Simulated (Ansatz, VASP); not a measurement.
AlGa2As3: VASP beside Ansatz

```
CELL_PARAMETERS angstrom
4.04774 0.00000 0.00000
-2.02387 3.50545 0.00000
0.00000 0.00000 19.99030
ATOMIC_POSITIONS crystal
Al 0.33333 0.66667 0.33290
Al 0.66667 0.33333 0.83290
Ga 0.33333 0.66667 0.66690
Ga 0.33333 0.66667 0.99999
Ga 0.66667 0.33333 0.16690
Ga 0.66667 0.33333 0.49999
As 0.33333 0.66667 0.12482
As 0.33333 0.66667 0.45759
As 0.33333 0.66667 0.79180
As 0.66667 0.33333 0.29180
As 0.66667 0.33333 0.62482
As 0.66667 0.33333 0.95759
```

Alike in both runs: functional PBE; k mesh 12 × 12 × 2; occupations gaussian, width 0.02 eV; no spin polarisation.

Ansatz relaxed the structure, and its values are those at the end. VASP's run is a single point on that final structure, the one shown.

|  | VASP | Ansatz |
| --- | --- | --- |
| version | VASP 6.6.1 | Ansatz 0.2.0 |
| potentials or method | VASP PAW PBE potentials, release 64 (Al, Ga_d, As), cutoff 520 eV | scalar-relativistic, plane waves, PAW |
| valence electrons in the cell | 88 | 148 |

```csv
,VASP,Ansatz,Ansatz less VASP
gap on the k mesh at the Fermi level (eV),0.52,0.52,-0.001
least direct gap on the mesh (eV),0.52,0.52,-0.001
pressure (GPa),0.2,0.0,-0.17
```

VASP's potentials hold 88 valence electrons a cell and Ansatz's 148, so a difference there can come from the potentials and not from the codes.
